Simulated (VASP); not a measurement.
# Mo (Im-3m) in VASP: settings compared

Mo is run at these levels: r2SCAN, LDA, PBE; tasks: single point.

Everything below comes from runs of VASP 6.6.1. Logs are shortened: lines on timing, memory, paths and dates and some standing lists are left out, and cuts for length are marked.

## (1) The cell of the first run

The structure is cubic, space group Im-3m (No. 229). Conventional cell: a = 3.168 Å, b = 3.168 Å, c = 3.168 Å, α = 90.00°, β = 90.00°, γ = 90.00°. Mo (site symmetry m-3m) has 14 Mo at 2.74 to 3.17 Å within 3.6 Å.

## (2) Single point, r2SCAN, non-collinear spin, zero start, spin-orbit coupling

The input, POSCAR:

```
Mo
1.0
   -1.5838089719      1.5838089719      1.5838089719
    1.5838089719     -1.5838089719      1.5838089719
    1.5838089719      1.5838089719     -1.5838089719
Mo
1
Direct
    0.0000000000      0.0000000000      0.0000000000
```

The input, INCAR.step1:

```
PREC = Accurate
ENCUT = 520
ISMEAR = -1
SIGMA = 0.05
LREAL = F
LASPH = T
NELM = 150
MAGMOM = 0 0 0
LSORBIT = T
GGA_COMPAT = F
LMAXMIX = 4
NBANDS = 25
GGA = PE
ALGO = Normal
EDIFF = 1E-4
LWAVE = T
LCHARG = F
```

The input, INCAR.step2:

```
PREC = Accurate
ENCUT = 520
EDIFF = 1E-7
ISMEAR = -1
SIGMA = 0.05
LREAL = F
LASPH = T
NELM = 150
ALGO = Normal
ISIF = 2
LWAVE = F
LCHARG = F
MAGMOM = 0 0 0
LORBIT = 11
LSORBIT = T
GGA_COMPAT = F
LORBMOM = T
LMAXMIX = 4
METAGGA = R2SCAN
LMIXTAU = T
NBANDS = 25
ISTART = 1
```

The input, KPOINTS:

```
regular mesh
0
Gamma
  9 9 9
```

Potentials or basis: VASP PAW PBE potentials, release 64 (Mo_sv).

Launch:

```bash
$ cat potpaw_PBE.64/Mo_sv/POTCAR > POTCAR
$ cp INCAR.step1 INCAR
$ mpirun -np 1 vasp_ncl > vasp.out
$ cp INCAR.step2 INCAR
$ mpirun -np 1 vasp_ncl > vasp.out
```

OUTCAR:

```text
PREC = Accurate
   ENCUT = 520
   EDIFF = 1E-7
   ISMEAR = -1
   LREAL = F
   LASPH = T
   NELM = 150
   ISIF = 2
   LORBIT = 11
   LSORBIT = T
   METAGGA = R2SCAN
   ISTART = 1

 ion  position               nearest neighbor table
   1  0.000  0.000  0.000-

  LATTYP: Found a body centered cubic cell.
 ALAT       =     3.1676179438

  Lattice vectors:

 A1 = (  -1.5838089719,   1.5838089719,   1.5838089719)
 A2 = (   1.5838089719,  -1.5838089719,   1.5838089719)
 A3 = (   1.5838089719,   1.5838089719,  -1.5838089719)

Analysis of symmetry for initial positions (statically):
=====================================================================
 Subroutine PRICEL returns:
 Original cell was already a primitive cell.

 Routine SETGRP: Setting up the symmetry group for a
 body centered cubic supercell.

 Subroutine GETGRP returns: Found 48 space group operations
 (whereof 48 operations were pure point group operations)
 out of a pool of 48 trial point group operations.

The static configuration has the point symmetry O_h .

Analysis of symmetry for dynamics (positions and initial velocities):
=====================================================================
 Subroutine PRICEL returns:
 Original cell was already a primitive cell.

 Routine SETGRP: Setting up the symmetry group for a
 body centered cubic supercell.

 Subroutine GETGRP returns: Found 48 space group operations
 (whereof 48 operations were pure point group operations)
 out of a pool of 48 trial point group operations.

The dynamic configuration has the point symmetry O_h .

Analysis of structural, dynamic, and magnetic symmetry:
=====================================================================
 Subroutine PRICEL returns:
 Original cell was already a primitive cell.

 Routine SETGRP: Setting up the symmetry group for a
 body centered cubic supercell.

 Subroutine GETGRP returns: Found 48 space group operations
 (whereof 48 operations were pure point group operations)
 out of a pool of 48 trial point group operations.

The overall configuration has the point symmetry O_h .

 Subroutine INISYM returns: Found 48 space group operations
 (whereof 48 operations are pure point group operations),
 and found     1 'primitive' translations

----------------------------------------------------------------------------------------

                                     Primitive cell

  volume of cell :      15.8916

  direct lattice vectors                    reciprocal lattice vectors
    -1.583808972  1.583808972  1.583808972     0.000000000  0.315694638  0.315694638
     1.583808972 -1.583808972  1.583808972     0.315694638  0.000000000  0.315694638
     1.583808972  1.583808972 -1.583808972     0.315694638  0.315694638  0.000000000

  length of vectors
     2.743237609  2.743237609  2.743237609     0.446459639  0.446459639  0.446459639

  position of ions in fractional coordinates (direct lattice)
     0.000000000  0.000000000  0.000000000

  ion indices of the primitive-cell ions
   primitive index   ion index
                 1           1

----------------------------------------------------------------------------------------

 KPOINTS: regular mesh

Automatic generation of k-mesh.
 Grid dimensions read from file:
 generate k-points for:    9    9    9

 Generating k-lattice:

  Cartesian coordinates                     Fractional coordinates (reciprocal lattice)
     0.000000000  0.035077182  0.035077182     0.111111111  0.000000000  0.000000000
     0.035077182  0.000000000  0.035077182     0.000000000  0.111111111  0.000000000
     0.035077182  0.035077182  0.000000000     0.000000000  0.000000000  0.111111111

  Length of vectors
     0.049606627  0.049606627  0.049606627

  Shift w.r.t. Gamma in fractional coordinates (k-lattice)
     0.000000000  0.000000000  0.000000000

 Subroutine IBZKPT returns following result:
 ===========================================

 Found     35 irreducible k-points:

 Following reciprocal coordinates:
            Coordinates               Weight
  0.000000  0.000000  0.000000      1.000000
  0.111111  0.000000  0.000000     12.000000
  0.222222  0.000000  0.000000     12.000000
  0.333333  0.000000  0.000000     12.000000
  0.444444  0.000000  0.000000     12.000000
  0.111111  0.111111  0.000000     24.000000
[... 16 lines left out ...]
 -0.333333  0.444444  0.111111     48.000000
 -0.444444 -0.444444  0.111111     24.000000
 [... further k-points ...]
   k-points           NKPTS =     35   k-points in BZ     NKDIM =     35   number of bands    NBANDS=     25
   number of dos      NEDOS =    301   number of ions     NIONS =      1
   total plane-waves  NPLWV =   8000
   dimension x,y,z NGX =    20 NGY =   20 NGZ =   20
   dimension x,y,z NGXF=    40 NGYF=   40 NGZF=   40
   ions per type =               1
   NGX,Y,Z   is equivalent  to a cutoff of  12.12, 12.12, 12.12 a.u.
   NGXF,Y,Z  is equivalent  to a cutoff of  24.24, 24.24, 24.24 a.u.
 SYSTEM =  unknown system
   PREC   = accura    normal or accurate (medium, high low for compatibility)
   ISTART =      1    job   : 0-new  1-cont  2-samecut
   ICHARG =      0    charge: 1-file 2-atom 10-const
   ISPIN  =      1    spin polarized calculation?
   LNONCOLLINEAR =      T non collinear calculations
   LSORBIT =      T    spin-orbit coupling
   LASPH  =      T    aspherical Exc in radial PAW
   ENCUT  =  520.0 eV  38.22 Ry    6.18 a.u.   5.10  5.10  5.10*2*pi/ulx,y,z
   NELM   =    150;   NELMIN=  2; NELMDL=  0     # of ELM steps
   EDIFF  = 0.1E-06   stopping-criterion for ELM
   LREAL  =      F    real-space projection
   EDIFFG = 0.1E-05   stopping-criterion for IOM
   NSW    =      0    number of steps for IOM
   IBRION =     -1    ionic relax: 0-MD 1-quasi-New 2-CG
   NFREE  =      0    steps in history (QN), initial steepest desc. (CG)
   ISIF   =      2    stress and relaxation
   ISYM   =      2    0-nonsym 1-usesym 2-fastsym
   POTIM  = 0.5000    time-step for ionic-motion
   TEBEG  =    0.0;   TEEND  =   0.0 temperature during run
   PSTRESS=    0.0 pullay stress
   NELECT =      14.0000    total number of electrons
   NUPDOWN=      -1.0000    fix difference up-down
   EMIN   =  10.00;   EMAX   =-10.00  energy-range for DOS
   EFERMI =   0.00;   METHOD = LEGACY
   ISMEAR =    -1;   SIGMA  =   0.05  broadening in eV -4-tet -1-fermi 0-gaus
   EFERMI_NEDOS =   21; number of points for ismear=-14 and -15
   IALGO  =     38    algorithm
   IMIX   =      4    mixing-type and parameters
     AMIX     =   0.40;   BMIX     =  1.00
     AMIX_MAG =   1.60;   BMIX_MAG =  1.00
  volume/ion in A,a.u.               =      15.89       107.24
  Fermi-wavevector in a.u.,A,eV,Ry     =   1.569380  2.965698 33.510508  2.462953
  Thomas-Fermi vector in A             =   2.671271
   LORBIT       =     11    0 simple, 1 ext, 2 COOP (PROOUT), +10 PAW based schemes
   METAGGA = R2SCAN    functional components
   LHFCALC =     F    Hartree Fock is set to
   AEXX    =    0.0000 exact exchange contribution
   IVDW    =     0    specifies the selected vdW correction
   LEPSILON=     F    determine dielectric tensor
   LRPA    =     F    only Hartree local field effects (RPA)
  energy-cutoff  :      520.00
  volume of cell :       15.89
 maximum number of plane-waves:       874
   NGX = 11   NGY = 11   NGZ = 11

 number of electron      14.0000005 magnetization       0.0000000     -0.0000000     -0.0000000

 number of electron      14.0000005 magnetization      -0.0000000      0.0000000      0.0000000

 Free energy of the ion-electron system (eV)
  ---------------------------------------------------
  ext. energy  EPLUGINS =         0.00000000
  ---------------------------------------------------
  free energy    TOTEN  =       -26.19081234 eV

  energy without entropy =      -26.18471943  energy(sigma->0) =      -26.18776588

 E-fermi :  12.3027     XC(G=0): -14.5333

 val. band max:       12.2781576017   @ k =  -0.2222   0.2222   0.1111
 cond. band min:      12.4941557053   @ k =   0.4444   0.1111   0.0000
 fundamental gap:      0.2159981036
 Fermi energy:        12.3026699232

 k-point     1 :       0.0000    0.0000    0.0000
  band No.  band energies     occupation
      1     -50.9399      1.00000
      2     -50.9399      1.00000
      3     -25.1481      1.00000
      4     -25.1481      1.00000
      5     -22.6225      1.00000
      6     -22.6225      1.00000
[... 17 lines left out ...]
     24      27.7569      0.00000
     25      27.7569      0.00000

 k-point     2 :       0.1111    0.0000    0.0000
  band No.  band energies     occupation
      1     -50.9085      1.00000
      2     -50.9085      1.00000
      3     -25.2184      1.00000
      4     -25.2184      1.00000
      5     -22.7603      1.00000
      6     -22.7603      1.00000
[... 17 lines left out ...]
     24      28.6837      0.00000
     25      28.6928      0.00000

 k-point     3 :       0.2222    0.0000    0.0000
  band No.  band energies     occupation
      1     -50.8281      1.00000
      2     -50.8281      1.00000
      3     -25.4109      1.00000
      4     -25.4109      1.00000
      5     -23.0829      1.00000
      6     -23.0829      1.00000
[... 17 lines left out ...]
     24      29.3158      0.00000
     25      31.2025      0.00000

 k-point     4 :       0.3333    0.0000    0.0000
  band No.  band energies     occupation
      1     -50.7353      1.00000
      2     -50.7353      1.00000
      3     -25.6546      1.00000
      4     -25.6546      1.00000
      5     -23.4067      1.00000
      6     -23.4067      1.00000
[... 17 lines left out ...]
     24      27.1261      0.00000
     25      34.0443      0.00000
[... 477 lines left out ...]
 k-point    22 :      -0.4444    0.4444    0.1111
  band No.  band energies     occupation
      1     -50.6515      1.00000
      2     -50.6515      1.00000
      3     -25.8363      1.00000
      4     -25.8363      1.00000
      5     -23.6162      1.00000
      6     -23.6162      1.00000
[... 17 lines left out ...]
     24      26.4920      0.00000
     25      29.9143      0.00000

 k-point    23 :      -0.3333    0.4444    0.1111
  band No.  band energies     occupation
      1     -50.6476      1.00000
      2     -50.6476      1.00000
      3     -25.7985      1.00000
      4     -25.7985      1.00000
      5     -23.5828      1.00000
      6     -23.5828      1.00000
[... 17 lines left out ...]
     24      27.7085      0.00000
     25      30.4827      0.00000

 k-point    24 :      -0.4444   -0.4444    0.1111
  band No.  band energies     occupation
      1     -50.6190      1.00000
      2     -50.6190      1.00000
      3     -25.8656      1.00000
      4     -25.8656      1.00000
      5     -23.6716      1.00000
      6     -23.6716      1.00000
[... 17 lines left out ...]
     24      26.6095      0.00000
     25      29.5804      0.00000

 [... further k-points ...]
[... 5 lines left out ...]
  --------------------------------------------------------------------------------------
  -------------------------------------------------------------------------------------
  Total       -0.3604002     -0.3604002     -0.3604002     -0.0000000     -0.0000000     -0.0000000
  in kB      -36.3351715    -36.3351715    -36.3351715     -0.0000000     -0.0000000     -0.0000000
  external PRESSURE =     -36.3351715 kB  Pullay stress =       0.0000000 kB

 VOLUME and BASIS-vectors are now :
 -----------------------------------------------------------------------------
  energy-cutoff  :      520.00
  volume of cell :       15.89
      direct lattice vectors                 reciprocal lattice vectors
    -1.583808972  1.583808972  1.583808972     0.000000000  0.315694638  0.315694638
     1.583808972 -1.583808972  1.583808972     0.315694638  0.000000000  0.315694638
     1.583808972  1.583808972 -1.583808972     0.315694638  0.315694638  0.000000000

 POSITION                                       TOTAL-FORCE (eV/Angst)
 -----------------------------------------------------------------------------------
      0.00000      0.00000      0.00000         0.000000      0.000000      0.000000
 -----------------------------------------------------------------------------------
    total drift:                                0.000000     -0.000000      0.000000

  FREE ENERGIE OF THE ION-ELECTRON SYSTEM (eV)
  ---------------------------------------------------
  free  energy   TOTEN  =       -26.1908123405 eV

  energy  without entropy=      -26.1847194290  energy(sigma->0) =      -26.18776588

 orbital moment (x)

 # of ion     p       d       tot
 ----------------------------------------
  1         0.000   0.000   0.000
 ----------------------------------------
            0.000   0.000   0.000

 orbital moment (y)

 # of ion     p       d       tot
 ----------------------------------------
  1         0.000  -0.000  -0.000
 ----------------------------------------
            0.000  -0.000  -0.000

 orbital moment (z)

 # of ion     p       d       tot
 ----------------------------------------
  1         0.000   0.000   0.000
 ----------------------------------------
            0.000   0.000   0.000

 Spin-Orbit-Coupling matrix elements

 Ion:    1  E_soc:     -0.1983083
 l=   1
     0.0000000    -0.0290434    -0.0290434
    -0.0290434     0.0000000    -0.0290434
    -0.0290434    -0.0290434     0.0000000
 l=   2
     0.0000000    -0.0010217     0.0000000    -0.0010217    -0.0029863
    -0.0010217     0.0000000    -0.0022397    -0.0010217    -0.0007466
     0.0000000    -0.0022397     0.0000000    -0.0022397     0.0000000
    -0.0010217    -0.0010217    -0.0022397     0.0000000    -0.0007466
    -0.0029863    -0.0007466     0.0000000    -0.0007466     0.0000000
 l=   3
     0.0000000     0.0000000     0.0000000     0.0000000     0.0000000     0.0000000     0.0000000
     0.0000000     0.0000000     0.0000000     0.0000000     0.0000000     0.0000000     0.0000000
     0.0000000     0.0000000     0.0000000     0.0000000     0.0000000     0.0000000     0.0000000
     0.0000000     0.0000000     0.0000000     0.0000000     0.0000000     0.0000000     0.0000000
     0.0000000     0.0000000     0.0000000     0.0000000     0.0000000     0.0000000     0.0000000
     0.0000000     0.0000000     0.0000000     0.0000000     0.0000000     0.0000000     0.0000000
     0.0000000     0.0000000     0.0000000     0.0000000     0.0000000     0.0000000     0.0000000

 total charge

# of ion       s       p       d       tot
------------------------------------------
    1        2.372   6.207   3.853  12.432

 magnetization (x)

# of ion       s       p       d       tot
------------------------------------------
    1       -0.000   0.000   0.000   0.000

 magnetization (y)

# of ion       s       p       d       tot
------------------------------------------
    1       -0.000  -0.000   0.000  -0.000

 magnetization (z)

# of ion       s       p       d       tot
------------------------------------------
    1       -0.000  -0.000  -0.000  -0.000
```

It took 2.7 min on 1 thread of AMD EPYC 7R13 (Zen 3), shared host; peak memory 0.16 GiB.

What came out:

```yaml
Free_energy: -26.1908 eV
Pressure: -3.6 GPa
Net_moment: 0.00 μB per cell
Valence_electrons_inside_the_program's_atomic_spheres: Mo 12.43
```

Moments on the atoms (μB; x, y, z):
```
Mo  0.00 0.00 0.00
```

Caveat: the PAW data sets were made with another functional, which shifts forces and pressure a little.

## (3) Single point, LDA

The input, INCAR:

```
PREC = Accurate
ENCUT = 520
EDIFF = 1E-6
ISMEAR = -1
SIGMA = 0.05
LREAL = False
LASPH = True
NELM = 80
ALGO = Normal
ISIF = 2
LWAVE = False
LCHARG = False
NBANDS = 13
```

The input, KPOINTS:

```
Automatic mesh
0
Gamma
  7 7 7
```

POSCAR is that of step 2.

Potentials or basis: VASP PAW LDA potentials, release 64 (Mo_sv).

Launch:

```bash
$ cat potpaw_LDA.64/Mo_sv/POTCAR > POTCAR
$ mpirun -np 1 vasp_std > vasp.out
```

OUTCAR:

```text
PREC = Accurate
   ENCUT = 520
   EDIFF = 1E-6
   ISMEAR = -1
   LREAL = False
   LASPH = True
   NELM = 80
   ISIF = 2

 ion  position               nearest neighbor table
   1  0.000  0.000  0.000-

  LATTYP: Found a body centered cubic cell.
 ALAT       =     3.1676179438

  Lattice vectors:

 A1 = (  -1.5838089719,   1.5838089719,   1.5838089719)
 A2 = (   1.5838089719,  -1.5838089719,   1.5838089719)
[... 491 lines left out ...]
     11      22.6729      0.00000
     12      22.6729      0.00000
     13      31.2973      0.00000

------------------------ aborting loop because EDIFF is reached ----------------------------------------

  FORCE on cell =-STRESS in cart. coord.  units (eV):
  Direction    XX          YY          ZZ          XY          YZ          ZX
  --------------------------------------------------------------------------------------
  -------------------------------------------------------------------------------------
  Total       -1.2220193     -1.2220193     -1.2220193      0.0000000      0.0000000      0.0000000
  in kB     -123.2027108   -123.2027108   -123.2027108      0.0000000      0.0000000      0.0000000
  external PRESSURE =    -123.2027108 kB  Pullay stress =       0.0000000 kB

 VOLUME and BASIS-vectors are now :
 -----------------------------------------------------------------------------
  energy-cutoff  :      520.00
  volume of cell :       15.89
      direct lattice vectors                 reciprocal lattice vectors
    -1.583808972  1.583808972  1.583808972     0.000000000  0.315694638  0.315694638
     1.583808972 -1.583808972  1.583808972     0.315694638  0.000000000  0.315694638
     1.583808972  1.583808972 -1.583808972     0.315694638  0.315694638  0.000000000

 POSITION                                       TOTAL-FORCE (eV/Angst)
 -----------------------------------------------------------------------------------
      0.00000      0.00000      0.00000         0.000000      0.000000     -0.000000
 -----------------------------------------------------------------------------------
    total drift:                                0.000000     -0.000000      0.000000

  FREE ENERGIE OF THE ION-ELECTRON SYSTEM (eV)
  ---------------------------------------------------
  free  energy   TOTEN  =       -12.0668335602 eV

  energy  without entropy=      -12.0542994538  energy(sigma->0) =      -12.06056651
```

It took 6 s on 1 thread of AMD EPYC 7R13, shared host; peak memory 0.08 GiB.

What came out:

```yaml
Free_energy: -12.0668 eV
Pressure: -12.3 GPa
Band_gap_on_the_k_mesh: zero (band 7 reaches 15.05 eV, above the bottom of band 8 at 10.85 eV)
```

Caveat: the k points lie up to 0.40 Å⁻¹ apart.

## (4) Single point, PBE

The input, INCAR:

```
SYSTEM = Mo
PREC = Accurate
ENCUT = 520
EDIFF = 1E-7
ISMEAR = -1
SIGMA = 0.05
LREAL = .FALSE.
LASPH = .TRUE.
NELM = 100
ALGO = Normal
ISIF = 2
LWAVE = .FALSE.
LCHARG = .TRUE.
GGA = PE
LELF = .TRUE.
LVHAR = .TRUE.
NBANDS = 13
```

The input, KPOINTS:

```
regular mesh
0
G
  7 7 7
  0 0 0
```

POSCAR is that of step 3.

Potentials or basis: VASP PAW PBE potentials, release 64 (Mo_sv).

Launch:

```bash
$ cat potpaw_PBE.64/Mo_sv/POTCAR > POTCAR
$ mpirun -np 1 vasp_std > vasp.out
```

It took 8.1 s on 1 thread of AMD EPYC 7R13, shared host; peak memory 0.09 GiB.

It converged, with:

```yaml
Free_energy: -10.9037 eV
Pressure: -0.5 GPa
Band_gap_on_the_k_mesh: zero (band 7 reaches 15.16 eV, above the bottom of band 8 at 10.99 eV)
```

Levels at points of the mesh, in eV from the Fermi level:
```csv
k point,band 4,band 5,band 6,band 7,band 8,band 9,band 10,band 11
"(0.00, 0.00, 0.00)",-34.56,-7.16,-1.31,-1.31,-1.31,1.66,1.66,14.83
```

Caveat: the k points lie up to 0.40 Å⁻¹ apart.

## (5) Summary

| level | potentials or basis | spin | k mesh | gap on the mesh (eV) | pressure (GPa) |
| --- | --- | --- | --- | --- | --- |
| r2SCAN | VASP PAW PBE potentials, release 64 (Mo_sv) | non-collinear, zero start, SOC | 9 × 9 × 9 | - | -3.6 |
| LDA | VASP PAW LDA potentials, release 64 (Mo_sv) | off | 7 × 7 × 7 | none | -12.3 |
| PBE | VASP PAW PBE potentials, release 64 (Mo_sv) | off | 7 × 7 × 7 | none | -0.5 |

Alike in all rows: task single point; cell as given; cutoff (eV) 520; smearing fermi-dirac 0.05 eV.

Caveats: some runs use coarse meshes; the PAW data sets were made with another functional, which shifts forces and pressure a little (some runs).

Total energies depend on the potentials used, so only differences within one code and one set of settings carry meaning.
